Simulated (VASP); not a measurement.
# TiB2 (P6/mmm) in VASP: notebook

TiB2 is run at these levels: PBEsol; tasks: single point.

Program: VASP 6.6.1. These are calculated values, not measurements. Logs are shortened: lines on timing, memory, paths and dates and some standing lists are left out, and cuts for length are marked.

### 1 The cell of the first run

Symmetry: P6/mmm, No. 191, hexagonal system. The conventional cell has a = 2.903 Å, b = 2.903 Å, c = 3.094 Å, α = 90.00°, β = 90.00°, γ = 120.00°. Ti (site symmetry 6/mmm) has 12 B at 2.28 Å and 6 Ti at 2.90 Å within 3.0 Å. B (site symmetry -6m2) has 3 B at 1.68 Å within 2.2 Å.

### 2 Single point, PBEsol

Contents of INCAR:

```
SYSTEM = TiB2
PREC = Accurate
ENCUT = 520
EDIFF = 1E-7
ISMEAR = 1
SIGMA = 0.1
LREAL = .False.
LASPH = .True.
NELM = 80
ALGO = Normal
ISIF = 2
LWAVE = .False.
LCHARG = .True.
GGA = PS
LELF = .True.
LVHAR = .True.
NBANDS = 16
```

Contents of KPOINTS:

```
regular mesh
0
Gamma
  11 11 9
  0 0 0
```

Contents of POSCAR:

```
TiB2
1.0
    2.9028338062      0.0000000000      0.0000000000
   -1.4514169031      2.5139276724      0.0000000000
    0.0000000000      0.0000000000      3.0937239733
Ti B
1 2
Direct
    0.0000000000      0.0000000000      0.0000000000
    0.3333333333      0.6666666667      0.5000000000
    0.6666666667      0.3333333333      0.5000000000
```

Potentials or basis: VASP PAW PBE potentials, release 64 (Ti_sv, B).

The run is started by

```bash
> cat potpaw_PBE.64/Ti_sv/POTCAR potpaw_PBE.64/B/POTCAR > POTCAR
> mpirun -np 1 vasp_std > vasp.out
```

OUTCAR:

```text
SYSTEM = TiB2
   PREC = Accurate
   ENCUT = 520
   EDIFF = 1E-7
   ISMEAR = 1
   LREAL = .False.
   LASPH = .True.
   NELM = 80
   ISIF = 2
   GGA = PS

 ion  position               nearest neighbor table
   1  0.000  0.000  0.000-   2 2.28   2 2.28   3 2.28   3 2.28   2 2.28   3 2.28   2 2.28   3 2.28
                             3 2.28   3 2.28   2 2.28   2 2.28
   2  0.333  0.667  0.500-   3 1.68   3 1.68   3 1.68   1 2.28   1 2.28   1 2.28   1 2.28   1 2.28
                             1 2.28
   3  0.667  0.333  0.500-   2 1.68   2 1.68   2 1.68   1 2.28   1 2.28   1 2.28   1 2.28   1 2.28
                             1 2.28

  LATTYP: Found a hexagonal cell.
 ALAT       =     2.9028338062
 C/A-ratio  =     1.0657599366

  Lattice vectors:

 A1 = (   2.9028338062,   0.0000000000,   0.0000000000)
 A2 = (  -1.4514169031,   2.5139276724,   0.0000000000)
 A3 = (   0.0000000000,   0.0000000000,   3.0937239733)

Analysis of symmetry for initial positions (statically):
=====================================================================
 Subroutine PRICEL returns:
 Original cell was already a primitive cell.

 Routine SETGRP: Setting up the symmetry group for a
 hexagonal supercell.

 Subroutine GETGRP returns: Found 24 space group operations
 (whereof 24 operations were pure point group operations)
 out of a pool of 24 trial point group operations.

The static configuration has the point symmetry D_6h.

Analysis of symmetry for dynamics (positions and initial velocities):
=====================================================================
 Subroutine PRICEL returns:
 Original cell was already a primitive cell.

 Routine SETGRP: Setting up the symmetry group for a
 hexagonal supercell.

 Subroutine GETGRP returns: Found 24 space group operations
 (whereof 24 operations were pure point group operations)
 out of a pool of 24 trial point group operations.

The dynamic configuration has the point symmetry D_6h.

 Subroutine INISYM returns: Found 24 space group operations
 (whereof 24 operations are pure point group operations),
 and found     1 'primitive' translations

----------------------------------------------------------------------------------------

                                     Primitive cell

  volume of cell :      22.5765

  direct lattice vectors                    reciprocal lattice vectors
     2.902833806  0.000000000  0.000000000     0.344490958  0.198891959  0.000000000
    -1.451416903  2.513927672  0.000000000     0.000000000  0.397783918  0.000000000
     0.000000000  0.000000000  3.093723973     0.000000000  0.000000000  0.323235043

  length of vectors
     2.902833806  2.902833679  3.093723973     0.397783901  0.397783918  0.323235043

  position of ions in fractional coordinates (direct lattice)
     0.000000000  0.000000000  0.000000000
     0.333333333  0.666666667  0.500000000
     0.666666667  0.333333333  0.500000000

  ion indices of the primitive-cell ions
   primitive index   ion index
                 1           1
                 2           2
                 3           3

----------------------------------------------------------------------------------------

 KPOINTS: regular mesh

Automatic generation of k-mesh.
 Grid dimensions read from file:
 generate k-points for:   11   11    9

 Generating k-lattice:

  Cartesian coordinates                     Fractional coordinates (reciprocal lattice)
     0.031317360  0.018081087  0.000000000     0.090909091  0.000000000  0.000000000
     0.000000000  0.036162174  0.000000000     0.000000000  0.090909091  0.000000000
     0.000000000  0.000000000  0.035915005     0.000000000  0.000000000  0.111111111

  Length of vectors
     0.036162173  0.036162174  0.035915005

  Shift w.r.t. Gamma in fractional coordinates (k-lattice)
     0.000000000  0.000000000  0.000000000

 Subroutine IBZKPT returns following result:
 ===========================================

 Found     80 irreducible k-points:

 Following reciprocal coordinates:
            Coordinates               Weight
  0.000000  0.000000  0.000000      1.000000
  0.090909 -0.000000  0.000000      6.000000
  0.181818 -0.000000  0.000000      6.000000
  0.272727 -0.000000  0.000000      6.000000
  0.363636 -0.000000  0.000000      6.000000
  0.454545 -0.000000  0.000000      6.000000
[... 16 lines left out ...]
  0.090909  0.090909  0.111111     12.000000
  0.181818  0.090909  0.111111     24.000000
 [... further k-points ...]
   k-points           NKPTS =     80   k-points in BZ     NKDIM =     80   number of bands    NBANDS=     16
   number of dos      NEDOS =    301   number of ions     NIONS =      3
   total plane-waves  NPLWV =  13824
   dimension x,y,z NGX =    24 NGY =   24 NGZ =   24
   dimension x,y,z NGXF=    48 NGYF=   48 NGZF=   48
   ions per type =               1   2
   NGX,Y,Z   is equivalent  to a cutoff of  13.74, 13.74, 12.90 a.u.
   NGXF,Y,Z  is equivalent  to a cutoff of  27.49, 27.49, 25.79 a.u.
 SYSTEM =  TiB2
   PREC   = accura    normal or accurate (medium, high low for compatibility)
   ISTART =      0    job   : 0-new  1-cont  2-samecut
   ICHARG =      2    charge: 1-file 2-atom 10-const
   ISPIN  =      1    spin polarized calculation?
   LNONCOLLINEAR =      F non collinear calculations
   LSORBIT =      F    spin-orbit coupling
   LASPH  =      T    aspherical Exc in radial PAW
   ENCUT  =  520.0 eV  38.22 Ry    6.18 a.u.   5.40  5.40  5.75*2*pi/ulx,y,z
   NELM   =     80;   NELMIN=  2; NELMDL= -5     # of ELM steps
   EDIFF  = 0.1E-06   stopping-criterion for ELM
   LREAL  =      F    real-space projection
   EDIFFG = 0.1E-05   stopping-criterion for IOM
   NSW    =      0    number of steps for IOM
   IBRION =     -1    ionic relax: 0-MD 1-quasi-New 2-CG
   NFREE  =      0    steps in history (QN), initial steepest desc. (CG)
   ISIF   =      2    stress and relaxation
   ISYM   =      2    0-nonsym 1-usesym 2-fastsym
   POTIM  = 0.5000    time-step for ionic-motion
   TEBEG  =    0.0;   TEEND  =   0.0 temperature during run
   PSTRESS=    0.0 pullay stress
   NELECT =      18.0000    total number of electrons
   NUPDOWN=      -1.0000    fix difference up-down
   EMIN   =  10.00;   EMAX   =-10.00  energy-range for DOS
   EFERMI =   0.00;   METHOD = LEGACY
   ISMEAR =     1;   SIGMA  =   0.10  broadening in eV -4-tet -1-fermi 0-gaus
   EFERMI_NEDOS =   21; number of points for ismear=-14 and -15
   IALGO  =     38    algorithm
   IMIX   =      4    mixing-type and parameters
     AMIX     =   0.40;   BMIX     =  1.00
     AMIX_MAG =   1.60;   BMIX_MAG =  1.00
  volume/ion in A,a.u.               =       7.53        50.78
  Fermi-wavevector in a.u.,A,eV,Ry     =   1.518029  2.868659 31.353443  2.304413
  Thomas-Fermi vector in A             =   2.627205
   LORBIT       =      0    0 simple, 1 ext, 2 COOP (PROOUT), +10 PAW based schemes
   GGA     = PS    functional components
   LHFCALC =     F    Hartree Fock is set to
   AEXX    =    0.0000 exact exchange contribution
   IVDW    =     0    specifies the selected vdW correction
   LEPSILON=     F    determine dielectric tensor
   LRPA    =     F    only Hartree local field effects (RPA)
 non-spin polarized calculation
 Methfessel and Paxton  Order N= 1 SIGMA  =   0.10
  energy-cutoff  :      520.00
  volume of cell :       22.58
 maximum number of plane-waves:       627
 NGX is ok and might be reduce to    24
   NGX = 11   NGY = 11   NGZ = 11

 number of electron      17.9999999 magnetization

 Free energy of the ion-electron system (eV)
  ---------------------------------------------------
  ext. energy  EPLUGINS =         0.00000000
  ---------------------------------------------------
  free energy    TOTEN  =       -25.52188071 eV

  energy without entropy =      -25.52136434  energy(sigma->0) =      -25.52170859

 E-fermi :  11.3216     XC(G=0): -13.5011

 val. band max:       11.2984703900   @ k =   0.1818   0.1818   0.1111
 cond. band min:      11.3343558062   @ k =   0.0909  -0.0000   0.3333
 fundamental gap:      0.0358854162
 Fermi energy:        11.3215815772

 k-point     1 :       0.0000    0.0000    0.0000
  band No.  band energies     occupation
      1     -45.0356      2.00000
      2     -21.5264      2.00000
      3     -21.0998      2.00000
      4     -21.0998      2.00000
      5      -2.7957      2.00000
      6       8.4772      2.00000
[... 8 lines left out ...]
     15      17.7222      0.00000
     16      19.4545      0.00000

 k-point     2 :       0.0909   -0.0000    0.0000
  band No.  band energies     occupation
      1     -45.0280      2.00000
      2     -21.5172      2.00000
      3     -21.1533      2.00000
      4     -21.1116      2.00000
      5      -2.6197      2.00000
      6       8.0204      2.00000
[... 8 lines left out ...]
     15      18.7971      0.00000
     16      19.9834      0.00000

 k-point     3 :       0.1818   -0.0000    0.0000
  band No.  band energies     occupation
      1     -45.0075      2.00000
      2     -21.4924      2.00000
      3     -21.2950      2.00000
      4     -21.1433      2.00000
      5      -2.1083      2.00000
      6       6.8777      2.00000
[... 8 lines left out ...]
     15      20.3092      0.00000
     16      20.8542      0.00000

 k-point     4 :       0.2727   -0.0000    0.0000
  band No.  band energies     occupation
      1     -44.9804      2.00000
      2     -21.4764      2.00000
      3     -21.4599      2.00000
      4     -21.1844      2.00000
      5      -1.3042      2.00000
      6       5.4321      2.00000
[... 8 lines left out ...]
     15      19.9379      0.00000
     16      21.8924      0.00000
[... 324 lines left out ...]
 k-point    22 :       0.4545   -0.0000    0.1111
  band No.  band energies     occupation
      1     -44.9375      2.00000
      2     -21.7280      2.00000
      3     -21.4470      2.00000
      4     -21.2397      2.00000
      5       1.0420      2.00000
      6       2.4344      2.00000
[... 8 lines left out ...]
     15      20.9912      0.00000
     16      21.7071      0.00000

 k-point    23 :       0.0909    0.0909    0.1111
  band No.  band energies     occupation
      1     -45.0107      2.00000
      2     -21.5397      2.00000
      3     -21.2434      2.00000
      4     -21.1332      2.00000
      5      -2.0967      2.00000
      6       7.3917      2.00000
[... 8 lines left out ...]
     15      19.8027      0.00000
     16      20.2473      0.00000

 k-point    24 :       0.1818    0.0909    0.1111
  band No.  band energies     occupation
      1     -44.9870      2.00000
      2     -21.5101      2.00000
      3     -21.3954      2.00000
      4     -21.1775      2.00000
      5      -1.4606      2.00000
      6       6.1640      2.00000
[... 8 lines left out ...]
     15      20.4457      0.00000
     16      21.6240      0.00000

 [... further k-points ...]
[... 5 lines left out ...]
  --------------------------------------------------------------------------------------
  -------------------------------------------------------------------------------------
  Total        5.5942542      5.5942535      3.9447087      0.0000000      0.0000000     -0.0000000
  in kB      397.0052613    397.0052150    279.9426105      0.0000000      0.0000000     -0.0000000
  external PRESSURE =     357.9843622 kB  Pullay stress =       0.0000000 kB

 VOLUME and BASIS-vectors are now :
 -----------------------------------------------------------------------------
  energy-cutoff  :      520.00
  volume of cell :       22.58
      direct lattice vectors                 reciprocal lattice vectors
     2.902833806  0.000000000  0.000000000     0.344490958  0.198891959  0.000000000
    -1.451416903  2.513927672  0.000000000     0.000000000  0.397783918  0.000000000
     0.000000000  0.000000000  3.093723973     0.000000000  0.000000000  0.323235043

 POSITION                                       TOTAL-FORCE (eV/Angst)
 -----------------------------------------------------------------------------------
      0.00000      0.00000      0.00000         0.000000      0.000000      0.000000
     -0.00000      1.67595      1.54686        -0.000000     -0.000000      0.000000
      1.45142      0.83798      1.54686         0.000000     -0.000000      0.000000
 -----------------------------------------------------------------------------------
    total drift:                               -0.000000      0.000000      0.000000

  FREE ENERGIE OF THE ION-ELECTRON SYSTEM (eV)
  ---------------------------------------------------
  free  energy   TOTEN  =       -25.5218807116 eV

  energy  without entropy=      -25.5213643400  energy(sigma->0) =      -25.52170859
```

Wall time 17 s (1 thread of AMD EPYC 9R45 (Zen 5), shared host); peak memory 0.12 GiB.

Results:

- Free energy: -25.5219 eV
- Pressure: 35.8 GPa
- Band gap on the k mesh: zero (band 9 reaches 11.58 eV, above the bottom of band 10 at 11.04 eV)

Stress tensor (GPa, compression positive):
```
39.70  0.00  0.00
 0.00 39.70  0.00
 0.00  0.00 27.99
```

Caveat: the PAW data sets were made with another functional, which shifts forces and pressure a little.

### 3 Single point, PBEsol

This run uses another cell than the first one, of 7.87 Å³/atom, 1.045 times its volume.

Contents of INCAR:

```
SYSTEM = TiB2
PREC     = Accurate       ! precision mode
ENCUT    = 520            ! plane-wave cutoff, eV
EDIFF    = 1E-6           ! SCF threshold, eV
ISMEAR   = 1              ! smearing method
SIGMA    = 0.1            ! smearing width, eV
LREAL    = .False.        ! projectors in reciprocal space
LASPH    = .True.         ! aspherical terms in the spheres
NELM     = 60             ! most SCF steps
ALGO     = Normal         ! electronic algorithm
ISIF     = 2              ! what is computed and relaxed
LWAVE    = .False.        ! write WAVECAR
LCHARG   = .False.        ! write CHGCAR
GGA      = PS             ! functional
NBANDS   = 16             ! bands
```

Contents of KPOINTS:

```
Automatic mesh
0
Gamma
  11 11 9
  0 0 0
```

Contents of POSCAR:

```
TiB2
1.0
    2.9461660724      0.0000000000      0.0000000000
   -1.4730830362      2.5514545135      0.0000000000
    0.0000000000      0.0000000000      3.1399057666
Ti B
1 2
Direct
    0.0000000000      0.0000000000      0.0000000000
    0.3333333333      0.6666666667      0.5000000000
    0.6666666667      0.3333333333      0.5000000000
```

Potentials or basis: VASP PAW PBE potentials, release 64 (Ti_sv, B).

The run is started by

```bash
> cat potpaw_PBE.64/Ti_sv/POTCAR potpaw_PBE.64/B/POTCAR > POTCAR
> mpirun -np 1 vasp_std > vasp.out
```

It took 17 s on 1 thread of AMD EPYC 9R45 (Zen 5), shared host; peak memory 0.13 GiB.

It converged, with:

```yaml
Free_energy: -25.6980 eV
Pressure: 19.6 GPa
Band_gap_on_the_k_mesh: zero (band 9 reaches 11.05 eV, above the bottom of band 10 at 10.54 eV)
```

Stress tensor (GPa, compression positive):
```
22.38  0.00  0.00
 0.00 22.38  0.00
 0.00  0.00 13.97
```

Levels at points of the mesh, in eV from the Fermi level:
```tsv
k point	band 5	band 6	band 7	band 8	band 9	band 10	band 11	band 12	band 13	band 14
(0.00, 0.00, 0.00)	-13.89	-2.74	-2.74	-2.33	-2.29	2.17	2.17	4.12	4.12	6.18
```

Caveat: the PAW data sets were made with another functional, which shifts forces and pressure a little.

### 4 Single point, PBEsol

This run uses another cell than the first one, of 8.21 Å³/atom, 1.091 times its volume.

Contents of INCAR:

```
SYSTEM = TiB2
ALGO = Normal ; EDIFF = 1E-6
ENCUT = 520 ; GGA = PS
ISIF = 2 ; ISMEAR = 1
LASPH = .True. ; LCHARG = .False.
LREAL = .False. ; LWAVE = .False.
NBANDS = 16 ; NELM = 60
PREC = Accurate ; SIGMA = 0.1
```

Contents of KPOINTS:

```
k-points
0
Gamma
  11 11 9
  0 0 0
```

Contents of POSCAR:

```
TiB2
1.0
    2.9882598462      0.0000000000      0.0000000000
   -1.4941299231      2.5879087889      0.0000000000
    0.0000000000      0.0000000000      3.1847676243
Ti B
1 2
Direct
    0.0000000000      0.0000000000      0.0000000000
    0.3333333333      0.6666666667      0.5000000000
    0.6666666667      0.3333333333      0.5000000000
```

The run is started by

```bash
> cat potpaw_PBE.64/Ti_sv/POTCAR potpaw_PBE.64/B/POTCAR > POTCAR
> mpirun -np 1 vasp_std > vasp.out
```

Wall time 18 s (1 thread of AMD EPYC 9R45 (Zen 5), shared host); peak memory 0.12 GiB.

It converged, with:

```yaml
Free_energy: -25.7794 eV
Pressure: 6.2 GPa
Band_gap_on_the_k_mesh: zero (band 9 reaches 10.55 eV, above the bottom of band 10 at 10.07 eV)
```

Stress tensor (GPa, compression positive):
```
8.07 0.00 0.00
0.00 8.07 0.00
0.00 0.00 2.56
```

Levels at points of the mesh, in eV from the Fermi level:
```
           k point  band 7  band 8  band 9  band 10  band 11  band 12
(0.00, 0.00, 0.00)   -2.65   -2.29   -2.22     2.04     2.04     3.91
```

Caveat: the PAW data sets were made with another functional, which shifts forces and pressure a little.

(Continued in part 2 of 2.)
